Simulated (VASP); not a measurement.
Here is a VASP 6.6.1 calculation.

File INCAR:

```
ALGO = Normal
EDIFF = 1E-7
EDIFFG = -0.01
ENCUT = 500
GGA = PS
GGA_COMPAT = False
IBRION = 2
ISIF = 3
ISMEAR = 0
LASPH = True
LCHARG = False
LREAL = False
LWAVE = False
NELM = 120
NELMIN = 4
NSW = 80
PREC = Accurate
SIGMA = 0.02
```

KPOINTS

```
k-points
0
Gamma
  8 8 8
```

The input POSCAR:

```
SnSe
1.0
    0.0000000000      2.9726078980      2.9726078980
    2.9726078980      0.0000000000      2.9726078980
    2.9726078980      2.9726078980      0.0000000000
Sn Se
1 1
Direct
    0.0000000000      0.0000000000      0.0000000000
    0.5000000000      0.5000000000      0.5000000000
```

Potentials or basis: VASP PAW PBE potentials, release 64 (Sn_d, Se).

Launch:

```sh
$ cat potpaw_PBE.64/Sn_d/POTCAR potpaw_PBE.64/Se/POTCAR > POTCAR
$ mpirun -np 1 vasp_std > vasp.out
```

**Question.** Predict the band gap on the k mesh.

**Answer.** 0.75 eV (least direct gap 0.82 eV).

Final structure:
```
Sn Se
1.0
     0.00000    2.97261    2.97261
     2.97261    0.00000    2.97261
     2.97261    2.97261    0.00000
Sn Se
1 1
Cartesian
  0.0000 0.0000 0.0000
  2.9726 2.9726 2.9726
```

Caveat: the relaxation stopped at its first step, so nothing moved; semilocal functionals underestimate gaps, and a narrow one can read as zero; spin-orbit coupling is left out, which moves the levels of the heavy elements. A k mesh can miss the band edges.
